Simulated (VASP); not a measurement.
Wanted: the native input for a VASP 6.6.1 run.

| Property | Result |
| --- | --- |
| Task | single point |
| Functional | r2SCAN |
| Potentials or basis | VASP PAW PBE potentials, release 64 (Hf_pv) |
| Cutoff | 520 eV |
| k mesh | 11 × 11 × 6 |
| Occupations | methfessel-paxton, width 0.6 eV |
| Spin | no spin polarisation |
| Dipole correction | no |
| Further INCAR settings | ALGO = Normal; EDIFF = 1e-06; NBANDS = 17 |

Hf:

```xyz
2
Lattice="3.1987 0.0000 0.0000 -1.5994 2.7702 0.0000 0.0000 0.0000 5.0505" Properties=species:S:1:pos:R:3 pbc="T T T"
Hf    0.0000    1.8468    1.2626
Hf    1.5994    0.9234    3.7879
```

The input as run:

POSCAR

```
Hf
1.0
    3.1987335297      0.0000000000      0.0000000000
   -1.5993667648      2.7701844966      0.0000000000
    0.0000000000      0.0000000000      5.0505021987
Hf
2
Direct
    0.3333333333      0.6666666667      0.2500000000
    0.6666666667      0.3333333333      0.7500000000
```

INCAR.step1

```
SYSTEM = Hf
ALGO = Normal
EDIFF = 1E-4
ENCUT = 520
GGA = PE
ISMEAR = 1
LASPH = .True.
LCHARG = .False.
LREAL = .False.
LWAVE = .True.
NBANDS = 17
NELM = 100
PREC = Accurate
SIGMA = 0.6
```

INCAR.step2

```
SYSTEM = Hf
ALGO = Normal
EDIFF = 1E-6
ENCUT = 520
ISIF = 2
ISMEAR = 1
ISTART = 1
LASPH = .True.
LCHARG = .False.
LMIXTAU = .True.
LREAL = .False.
LWAVE = .False.
METAGGA = R2SCAN
NBANDS = 17
NELM = 100
PREC = Accurate
SIGMA = 0.6
```

KPOINTS

```
k-points
0
Gamma
  11 11 6
  0 0 0
```

Potentials or basis: VASP PAW PBE potentials, release 64 (Hf_pv).

Run with:

```console
$ cat potpaw_PBE.64/Hf_pv/POTCAR > POTCAR
$ cp INCAR.step1 INCAR
$ mpirun -np 1 vasp_std > vasp.out
$ cp INCAR.step2 INCAR
$ mpirun -np 1 vasp_std > vasp.out
```

Results of the run:

```json
{
 "Pressure": "-0.9 GPa",
 "Band gap on the k mesh": "zero (bands 10 and 11 overlap by 1.70 eV)"
}
```

Caveat: so wide a smearing shifts energies and pressures; the PAW data sets were made with another functional, which shifts forces and pressure a little; spin-orbit coupling is left out, which moves the levels of the heavy elements.

Wall time 2.9 min on 1 thread of Intel Xeon 8259CL, on a shared host, peak memory 0.19 GiB.
